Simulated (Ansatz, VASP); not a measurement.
# One calculation of SnGe7, two programs

```
CELL_PARAMETERS angstrom
5.90200 0.00000 0.00000
0.00000 5.90200 0.00000
0.00000 0.00000 5.90200
ATOMIC_POSITIONS crystal
Sn 0.00000 0.00000 0.00000
Ge 0.25886 0.25886 0.25886
Ge 0.00000 0.50000 0.50000
Ge 0.50000 0.50000 0.00000
Ge 0.50000 0.00000 0.50000
Ge 0.74114 0.25886 0.74114
Ge 0.74114 0.74114 0.25886
Ge 0.25886 0.74114 0.74114
```

Change from the starting cell: species swapped into the Si7Ge type (P-43m, No. 215).

Alike in both runs: functional PBE; k mesh 3 × 3 × 3; occupations gaussian, width 0.2 eV; no spin polarisation.

Ansatz relaxed the structure, and its values are those at the end. VASP's run is a single point on that final structure, the one shown.

```csv
,VASP,Ansatz
version,VASP 6.6.1,Ansatz 0.2.0
potentials or method,"VASP PAW PBE potentials, release 64 (Sn_d, Ge_d), cutoff 520 eV","scalar-relativistic, plane waves, PAW"
valence electrons in the cell,112,112
```

```csv
,VASP,Ansatz,Ansatz less VASP
gap on the k mesh at the Fermi level (eV),none,none,-
pressure (GPa),-0.4,-0.3,+0.04
rms of the force components (eV/Å),0.021,0.021,-0.0005
```

A gap of «none» marks a metal or a gap that the smearing closes. With one functional, cell and mesh, what is left measures potentials, basis and numerics.
